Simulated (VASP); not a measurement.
# Bi in VASP: further runs

Bi is run at these levels: PBE; tasks: single point.

Program: VASP 6.6.1. These are calculated values, not measurements. Logs are shortened: lines on timing, memory, paths and dates and some standing lists are left out, and cuts for length are marked.

## (1) The cell of the first run

The cell holds a slab with vacuum, 2 atoms: a = 4.419 Å, b = 4.419 Å, c = 28.000 Å, α = 90.00°, β = 90.00°, γ = 120.00°.

## (2) Single point, PBE

File INCAR:

```
SYSTEM = Bi
  PREC = Accurate
  ENCUT = 520
  EDIFF = 1E-6
  ISMEAR = 0
  SIGMA = 0.02
  LREAL = .False.
  LASPH = .True.
  NELM = 100
  ALGO = Normal
  ISIF = 2
  LWAVE = .False.
  LCHARG = .False.
  LDIPOL = .True.
  IDIPOL = 3
  DIPOL = 0.5 0.5 0.500
  GGA = PE
  NBANDS = 22
```

File KPOINTS:

```
regular mesh
0
Gamma
  9 9 1
  0 0 0
```

File POSCAR:

```
Bi
1.0
    4.4190000000      0.0000000000      0.0000000000
   -2.2095000000      3.8269662593      0.0000000000
    0.0000000000      0.0000000000     28.0000000000
Bi
2
Direct
    0.3333333333      0.6666666667      0.5066071429
    0.6666666667      0.3333333333      0.4933928571
```

Potentials or basis: VASP PAW PBE potentials, release 64 (Bi_d).

Command:

```sh
cat potpaw_PBE.64/Bi_d/POTCAR > POTCAR
mpirun -np 1 vasp_std > vasp.out
```

OUTCAR:

```text
SYSTEM = Bi
   PREC = Accurate
   ENCUT = 520
   EDIFF = 1E-6
   ISMEAR = 0
   LREAL = .False.
   LASPH = .True.
   NELM = 100
   ISIF = 2
   GGA = PE

 ion  position               nearest neighbor table
   1  0.333  0.667  0.507-   2 2.58   2 2.58   2 2.58
   2  0.667  0.333  0.493-   1 2.58   1 2.58   1 2.58

  LATTYP: Found a hexagonal cell.
 ALAT       =     4.4190000000
 C/A-ratio  =     6.3362751754

  Lattice vectors:

 A1 = (   4.4190000000,   0.0000000000,   0.0000000000)
 A2 = (  -2.2095000000,   3.8269662593,   0.0000000000)
 A3 = (   0.0000000000,   0.0000000000,  28.0000000000)

Analysis of symmetry for initial positions (statically):
=====================================================================
 Subroutine PRICEL returns:
 Original cell was already a primitive cell.

 Routine SETGRP: Setting up the symmetry group for a
 hexagonal supercell.

 Subroutine GETGRP returns: Found 12 space group operations
 (whereof 12 operations were pure point group operations)
 out of a pool of 24 trial point group operations.

The static configuration has the point symmetry D_3d.

Analysis of symmetry for dynamics (positions and initial velocities):
=====================================================================
 Subroutine PRICEL returns:
 Original cell was already a primitive cell.

 Routine SETGRP: Setting up the symmetry group for a
 hexagonal supercell.

 Subroutine GETGRP returns: Found 12 space group operations
 (whereof 12 operations were pure point group operations)
 out of a pool of 24 trial point group operations.

The dynamic configuration has the point symmetry D_3d.

 Subroutine INISYM returns: Found 12 space group operations
 (whereof 12 operations are pure point group operations),
 and found     1 'primitive' translations

----------------------------------------------------------------------------------------

                                     Primitive cell

  volume of cell :     473.5182

  direct lattice vectors                    reciprocal lattice vectors
[... 71 lines left out ...]
   LASPH  =      T    aspherical Exc in radial PAW
   ENCUT  =  520.0 eV  38.22 Ry    6.18 a.u.   8.22  8.22 52.06*2*pi/ulx,y,z
   NELM   =    100;   NELMIN=  2; NELMDL= -5     # of ELM steps
   EDIFF  = 0.1E-05   stopping-criterion for ELM
   LREAL  =      F    real-space projection
   EDIFFG = 0.1E-04   stopping-criterion for IOM
   NSW    =      0    number of steps for IOM
   IBRION =     -1    ionic relax: 0-MD 1-quasi-New 2-CG
   NFREE  =      0    steps in history (QN), initial steepest desc. (CG)
   ISIF   =      2    stress and relaxation
   ISYM   =      2    0-nonsym 1-usesym 2-fastsym
   POTIM  = 0.5000    time-step for ionic-motion
   TEBEG  =    0.0;   TEEND  =   0.0 temperature during run
   PSTRESS=    0.0 pullay stress
   NELECT =      30.0000    total number of electrons
   NUPDOWN=      -1.0000    fix difference up-down
   EMIN   =  10.00;   EMAX   =-10.00  energy-range for DOS
   EFERMI =   0.00;   METHOD = LEGACY
   ISMEAR =     0;   SIGMA  =   0.02  broadening in eV -4-tet -1-fermi 0-gaus
   EFERMI_NEDOS =   21; number of points for ismear=-14 and -15
   IALGO  =     38    algorithm
   IMIX   =      4    mixing-type and parameters
     AMIX     =   0.40;   BMIX     =  1.00
     AMIX_MAG =   1.60;   BMIX_MAG =  1.00
  volume/ion in A,a.u.               =     236.76      1597.73
  Fermi-wavevector in a.u.,A,eV,Ry     =   0.652634  1.233299  5.795145  0.425931
  Thomas-Fermi vector in A             =   1.722617
   LORBIT       =      0    0 simple, 1 ext, 2 COOP (PROOUT), +10 PAW based schemes
   GGA     = PE    functional components
   LHFCALC =     F    Hartree Fock is set to
   AEXX    =    0.0000 exact exchange contribution
   IVDW    =     0    specifies the selected vdW correction
   LEPSILON=     F    determine dielectric tensor
   LRPA    =     F    only Hartree local field effects (RPA)
 non-spin polarized calculation
 Gauss-broadening in eV      SIGMA  =   0.02
  energy-cutoff  :      520.00
  volume of cell :      473.52
 maximum number of plane-waves:     12790
 NGX is ok and might be reduce to    36
   NGX = 17   NGY = 17   NGZ =105

 dipolmoment           0.000000      0.000000      0.000000 electrons x Angstroem

 number of electron      30.0000006 magnetization

 dipolmoment           0.000000      0.000000     -0.000000 electrons x Angstroem

 Free energy of the ion-electron system (eV)
  ---------------------------------------------------
  ext. energy  EPLUGINS =         0.00000000
  ---------------------------------------------------
  free energy    TOTEN  =        -3.84529801 eV

  energy without entropy =       -3.84462542  energy(sigma->0) =       -3.84496172

 E-fermi :  -2.5122     XC(G=0):  -1.7408

 val. band max:       -2.5313259808   @ k =   0.4444   0.0000   0.0000
 cond. band min:      -2.4931590280   @ k =   0.4444   0.1111   0.0000
 fundamental gap:      0.0381669528
 Fermi energy:        -2.5122424765

 k-point     1 :       0.0000    0.0000    0.0000
  band No.  band energies     occupation
      1     -26.1524      2.00000
      2     -26.1524      2.00000
      3     -25.9934      2.00000
      4     -25.8816      2.00000
      5     -25.8816      2.00000
      6     -25.4144      2.00000
[... 289 lines left out ...]
     21       3.2191      0.00000
     22       4.4678      0.00000

------------------------ aborting loop because EDIFF is reached ----------------------------------------

 vacuum level on the upper side and lower side of the slab       (xc-potential included)        -0.006        -0.006

  FORCE on cell =-STRESS in cart. coord.  units (eV):
  Direction    XX          YY          ZZ          XY          YZ          ZX
  --------------------------------------------------------------------------------------
  -------------------------------------------------------------------------------------
  Total       19.9251259     19.9251259      0.7330185      0.0000000      0.0000000      0.0000000
  in kB       67.4178644     67.4178644      2.4802122      0.0000000      0.0000000      0.0000000
  external PRESSURE =      45.7719803 kB  Pullay stress =       0.0000000 kB

 VOLUME and BASIS-vectors are now :
 -----------------------------------------------------------------------------
  energy-cutoff  :      520.00
  volume of cell :      473.52
      direct lattice vectors                 reciprocal lattice vectors
     4.419000000  0.000000000  0.000000000     0.226295542  0.130651792  0.000000000
    -2.209500000  3.826966259  0.000000000     0.000000000  0.261303584  0.000000000
     0.000000000  0.000000000 28.000000000     0.000000000  0.000000000  0.035714286

 POSITION                                       TOTAL-FORCE (eV/Angst)
 -----------------------------------------------------------------------------------
     -0.00000      2.55131     14.18500        -0.000000      0.000000      2.071751
      2.20950      1.27566     13.81500         0.000000      0.000000     -2.071751
 -----------------------------------------------------------------------------------
    total drift:                                0.000000     -0.000000     -0.000000

  FREE ENERGIE OF THE ION-ELECTRON SYSTEM (eV)
  ---------------------------------------------------
  free  energy   TOTEN  =        -3.8452980138 eV

  energy  without entropy=       -3.8446254193  energy(sigma->0) =       -3.84496172

 vacuum level on the upper side and lower side of the slab         1.561         1.561
```

It took 2.9 min on 1 thread of Intel Xeon Platinum 8488C (Sapphire Rapids), shared host; peak memory 0.6 GiB.

Results:

| Quantity | Value |
| --- | --- |
| Free energy | -3.8453 eV |
| Largest force | 2.072 eV/Å |
| Band gap on the k mesh | zero (bands 15 and 16 overlap by 0.41 eV) |

Forces in eV/Å, atoms in the order of the input:
```
Bi   0.000  0.000  2.072
Bi   0.000  0.000 -2.072
```

Levels at points of the mesh, in eV from the Fermi level:
```csv
k point,band 11,band 12,band 13,band 14,band 15,band 16,band 17,band 18,band 19,band 20
"(0.00, 0.00, 0.00)",-14.64,-5.91,-3.18,-2.45,-2.45,2.19,2.41,2.41,3.76,3.96
```

Caveat: spin-orbit coupling is left out, which moves the levels of the heavy elements.

## (3) Single point, PBE

File INCAR:

```
SYSTEM = Bi
PREC = Accurate
ENCUT = 520
EDIFF = 1E-6
ISMEAR = 0
SIGMA = 0.02
LREAL = .FALSE.
LASPH = .TRUE.
NELM = 80
ALGO = Normal
ISIF = 2
LWAVE = .FALSE.
LCHARG = .FALSE.
LDIPOL = .TRUE.
IDIPOL = 3
DIPOL = 0.5 0.5 0.500
GGA = PE
NBANDS = 22
```

File KPOINTS:

```
Automatic mesh
0
G
  9 9 1
  0 0 0
```

File POSCAR:

```
Bi
1.0
    4.4190000000      0.0000000000      0.0000000000
   -2.2095000000      3.8269662593      0.0000000000
    0.0000000000      0.0000000000     28.0000000000
Bi
2
Direct
    0.3333333333      0.6666666667      0.5198035714
    0.6666666667      0.3333333333      0.4801964286
```

Potentials or basis: VASP PAW PBE potentials, release 64 (Bi_d).

Command:

```sh
cat potpaw_PBE.64/Bi_d/POTCAR > POTCAR
mpirun -np 1 vasp_std > vasp.out
```

Run time: 2.8 min. Hardware: 1 thread of Intel Xeon Platinum 8488C (Sapphire Rapids), shared host; peak memory 0.59 GiB.

It converged, with:

| Quantity | Value |
| --- | --- |
| Free energy | -6.3088 eV |
| Largest force | 3.652 eV/Å |

Forces in eV/Å, atoms in the order of the input:
```
Bi   0.000  0.000  3.652
Bi   0.000  0.000 -3.652
```

Levels at points of the mesh, in eV from the Fermi level:
```csv
k point,band 11,band 12,band 13,band 14,band 15,band 16,band 17,band 18,band 19,band 20
"(0.00, 0.00, 0.00)",-14.06,-7.84,-1.89,-1.89,-1.54,0.11,1.85,1.85,3.44,3.58
```

Caveat: spin-orbit coupling is left out, which moves the levels of the heavy elements.

## (4) Single point, PBE

INCAR, as its differences from that of step 3:

```diff
@@ -3,3 +3,3 @@
 ENCUT = 520
-EDIFF = 1E-6
+EDIFF = 1E-7
 ISMEAR = 0
@@ -8,3 +8,3 @@
 LASPH = .TRUE.
-NELM = 80
+NELM = 100
 ALGO = Normal
```

File KPOINTS:

```
regular mesh
0
G
  9 9 1
  0 0 0
```

File POSCAR:

```
Bi
1.0
    4.4190000000      0.0000000000      0.0000000000
   -2.2095000000      3.8269662593      0.0000000000
    0.0000000000      0.0000000000     28.0000000000
Bi
2
Direct
    0.3333333333      0.6666666667      0.5330178571
    0.6666666667      0.3333333333      0.4669821429
```

Command:

```sh
cat potpaw_PBE.64/Bi_d/POTCAR > POTCAR
mpirun -np 1 vasp_std > vasp.out
```

It took 3 min on 1 thread of Intel Xeon Platinum 8488C (Sapphire Rapids), shared host; peak memory 0.59 GiB.

It converged, with:

```yaml
Free_energy: -7.4630 eV
Largest_force: 1.002 eV/Å
```

Forces on the atoms (eV/Å):
```
Bi   0.000  0.000 -1.002
Bi   0.000  0.000  1.002
```

Levels at points of the mesh, in eV from the Fermi level:
| k point | band 12 | band 13 | band 14 | band 15 | band 16 | band 17 | band 18 | band 19 |
| --- | --- | --- | --- | --- | --- | --- | --- | --- |
| (0.00, 0.00, 0.00) | -8.88 | -1.10 | -0.08 | -0.08 | 0.41 | 2.18 | 2.18 | 3.49 |

Caveat: spin-orbit coupling is left out, which moves the levels of the heavy elements.

## (5) The runs side by side

```csv
cell,largest force (eV/Å)
"as given, atomic positions A",2.07
"as given, atomic positions B",3.65
"as given, atomic positions C",1.00
```

Alike in all rows: task single point; level PBE; potentials or basis VASP PAW PBE potentials, release 64 (Bi_d); no spin polarisation; k mesh 9 × 9 × 1; cutoff (eV) 520; smearing gaussian 0.02 eV.

Caveats: spin-orbit coupling is left out, which moves the levels of the heavy elements.

Total energies depend on the potentials used, so only differences within one code and one set of settings carry meaning.

The gap in the log of VASP goes by the Fermi energy; the results here count the filled bands.